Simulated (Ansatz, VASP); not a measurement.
## One calculation of NaF, two programs

```
Na F
1.0
     0.00000    2.32000    2.32000
     2.32000    0.00000    2.32000
     2.32000    2.32000    0.00000
Na F
1 1
Cartesian
  0.0000 0.0000 -0.1392
  2.3200 2.3200 2.4592
```

Change from the starting cell: shortest bond scaled by 0.88, PAW files.

Alike in both runs: task single point; functional PBEsol; k mesh 9 × 9 × 9; occupations fermi-dirac, width 0.03 eV; no spin polarisation.

```csv
,VASP,Ansatz
version,VASP 6.6.1,Ansatz 0.2.0
potentials or method,"VASP PAW PBE potentials, release 64 (Na_sv, F)","PAW with Ansatz's default frozen-core files, scalar-relativistic"
plane-wave cutoff (eV),970,420
valence electrons in the cell,16,16
```

```csv
,VASP,Ansatz,Ansatz less VASP
gap on the k mesh at the Fermi level (eV),6.15,6.17,+0.015
pressure (GPa),1.7,2.2,+0.48
"traceless stress, the component that is largest in VASP (GPa)",6.21,6.10,-0.111
rms of the force components (eV/Å),0.536,0.524,-0.0116
```

VASP's potentials were made for PBE, not for PBEsol. Atom by atom the forces differ by 0.012 eV/Å (rms over components). With one functional, cell and mesh, what is left measures potentials, basis and numerics.
